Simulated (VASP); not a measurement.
**Ir: single point with r2SCAN**

Ir:

```
CELL_PARAMETERS angstrom
1.54373 1.54373 1.54373
-1.54373 1.54373 1.54373
-1.54373 -1.54373 1.54373
ATOMIC_POSITIONS crystal
Ir 0.00000 0.00000 0.00000
```

| Quantity | Value |
| --- | --- |
| Program | VASP 6.6.1 |
| Task | single point |
| Functional | r2SCAN |
| Potentials or basis | VASP PAW PBE potentials, release 64 (Ir) |
| Cutoff | 520 eV |
| k mesh | 21 × 21 × 21 |
| Occupations | methfessel-paxton, width 0.1 eV |
| Spin | no spin polarisation |

```json
{
  "Pressure": "2.3 GPa"
}
```

Levels at points of the mesh, in eV from the Fermi level:
```tsv
k point	band 1	band 2	band 3	band 4	band 5	band 6	band 7	band 8	band 9
(0.00, 0.00, 0.00)	-10.83	-3.62	-3.62	-3.62	-0.55	-0.55	17.93	17.93	17.93
```

It took 88 s on 1 thread of Intel Xeon 6975P-C, on a shared host, peak memory 0.17 GiB.

Caveat: the PAW data sets were made with another functional, which shifts forces and pressure a little; spin-orbit coupling is left out, which moves the levels of the heavy elements.
